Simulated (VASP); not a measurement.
Set up this calculation in VASP 6.6.1, as the native input.

- Task: single point
- Functional: r2SCAN
- Potentials or basis: VASP PAW PBE potentials, release 64 (Se, Te, Sn_d)
- Cutoff: 520 eV
- k mesh: 6 × 6 × 6
- Occupations: fermi-dirac, width 0.02 eV
- Spin: no spin polarisation
- Dipole correction: no
- Further INCAR settings: ALGO = Normal; EDIFF = 1e-07; NBANDS = 28

Sn2TeSe:

```
Se Te Sn
1.0
     2.19119    1.26508    7.12420
    -2.19119    1.26508    7.12420
     0.00000   -2.53016    7.12420
Se Te Sn
1 1 2
Direct
  0.00000 0.00000 0.00000
  0.50000 0.50000 0.50000
  0.25553 0.25553 0.25553
  0.74447 0.74447 0.74447
```

These files were run (other wordings do the same):

POSCAR

```
Sn2TeSe
1.0
    2.1911871280      1.2650824781      7.1242022559
   -2.1911871280      1.2650824781      7.1242022559
    0.0000000000     -2.5301649564      7.1242022559
Se Te Sn
1 1 2
Direct
    1.0000000000      0.0000000000      0.0000000000
    0.5000000000      0.5000000000      0.5000000000
    0.2555289085      0.2555289085      0.2555289085
    0.7444710915      0.7444710915      0.7444710915
```

INCAR.step1

```
PREC = Accurate ; ENCUT = 520
ISMEAR = -1 ; SIGMA = 0.02
LREAL = False ; LASPH = True
NELM = 100 ; NBANDS = 28
GGA = PE ; ALGO = Normal
EDIFF = 1E-4 ; LWAVE = True
LCHARG = False
```

INCAR.step2

```
PREC = Accurate ; ENCUT = 520
EDIFF = 1E-7 ; ISMEAR = -1
SIGMA = 0.02 ; LREAL = False
LASPH = True ; NELM = 100
ALGO = Normal ; ISIF = 2
LWAVE = False ; LCHARG = False
METAGGA = R2SCAN ; LMIXTAU = True
NBANDS = 28 ; ISTART = 1
```

KPOINTS

```
Automatic mesh
0
Gamma
  6 6 6
```

Potentials or basis: VASP PAW PBE potentials, release 64 (Se, Te, Sn_d).

Run with:

```console
$ cat potpaw_PBE.64/Se/POTCAR potpaw_PBE.64/Te/POTCAR potpaw_PBE.64/Sn_d/POTCAR > POTCAR
$ cp INCAR.step1 INCAR
$ mpirun -np 1 vasp_std > vasp.out
$ cp INCAR.step2 INCAR
$ mpirun -np 1 vasp_std > vasp.out
```

It gave:

The pressure is 0.0 GPa. The largest force is 0.004 eV/Å. The band gap on the k mesh is 0.08 eV.

Caveat: semilocal functionals underestimate gaps, and a narrow one can read as zero; the PAW data sets were made with another functional, which shifts forces and pressure a little; spin-orbit coupling is left out, which moves the levels of the heavy elements.

Wall time 8.7 min on 1 thread of Intel(R) Xeon(R) 6975P-C (Granite Rapids) (shared host), peak memory 0.53 GiB.
